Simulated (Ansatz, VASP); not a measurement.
Given: the input of a run of Ansatz 0.2.0 on Mn3Si.

input.yaml

```yaml
crystal:
  lattice:
    - [2.8096863135, 0.0, 0.0]
    - [0.0, 2.8096863135, 0.0]
    - [0.0, 0.0, 5.7219796931]
  atoms:
    - { symbol: Mn, position: [0.5, 0.5, 0.0], spin: 4.0 }
    - { symbol: Mn, position: [0.0, 0.0, 0.253449], spin: 4.0 }
    - { symbol: Mn, position: [0.0, 0.0, 0.746551], spin: 4.0 }
    - { symbol: Si, position: [0.5, 0.5, 0.5] }
kpoints:
  mp_grid: { grid: [10, 10, 5] }
scf:
  occupations: { method: fermi_dirac, width: 0.05 }
hamiltonian:
  xc: pbesol
  pseudopotentials: { kind: all_electron, lapw: { basis_error: 0.001 } }
magnetization:
  spin_polarized: true
output:
  forces: true
  stress: true
  eigenvalues: true
```

Potentials or basis: all-electron LAPW, scalar-relativistic.

Run with:

```console
$ ansatz run input.yaml --threads 4 --pin off --max-ram 12288MiB --backend cpu --events-out ev --progress --plain --runs-dir out
```

Task: Translate it to VASP 6.6.1. Potentials there: VASP PAW PBE potentials, release 64 (Mn_pv, Si).

Result: As run (the cutoff follows the program's own potentials):

Contents of INCAR:

```
SYSTEM = Mn3Si
PREC = Accurate ; ENCUT = 520
EDIFF = 1E-6 ; ISMEAR = -1
SIGMA = 0.05 ; LREAL = .FALSE.
LASPH = .TRUE. ; NELM = 150
ALGO = Normal ; ISIF = 2
LWAVE = .FALSE. ; LCHARG = .FALSE.
ISPIN = 2 ; MAGMOM = 4 4 4 0
LORBIT = 11 ; LMAXMIX = 4
GGA = PS ; NBANDS = 34
```

KPOINTS

```
regular mesh
0
G
  10 10 5
  0 0 0
```

File POSCAR:

```
Mn3Si
1.0
    2.8096863135      0.0000000000      0.0000000000
    0.0000000000      2.8096863135      0.0000000000
    0.0000000000      0.0000000000      5.7219796931
Mn Si
3 1
Direct
    0.5000000000      0.5000000000      0.0000000000
    0.0000000000      0.0000000000      0.2534490000
    0.0000000000      0.0000000000      0.7465510000
    0.5000000000      0.5000000000      0.5000000000
```

Potentials or basis: VASP PAW PBE potentials, release 64 (Mn_pv, Si).

Launch:

```sh
$ cat potpaw_PBE.64/Mn_pv/POTCAR potpaw_PBE.64/Si/POTCAR > POTCAR
$ mpirun -np 1 vasp_std > vasp.out
```

Both were run:

|  | VASP | Ansatz | Ansatz less VASP |
| --- | --- | --- | --- |
| gap on the k mesh at the Fermi level (eV) | none | none | - |
| pressure (GPa) | -13.6 | -13.9 | -0.28 |
| traceless stress, the component that is largest in VASP (GPa) | 0.34 | 0.36 | +0.026 |
| rms of the force components (eV/Å) | 0.010 | 0.012 | +0.0020 |
| net moment per atom (μB) | 0.29 | 0.29 | -0.001 |
| size of the moment on the site where the two differ most (μB) | 1.93 | 1.90 | -0.029 |

VASP's potentials were made for PBE, not for PBEsol. Site moments also hang on the region over which each program counts them. Atom by atom the forces differ by 0.002 eV/Å (rms over components). A gap of «none» marks a metal or a gap that the smearing closes. Ansatz ran all-electron here, and VASP with PAW potentials.
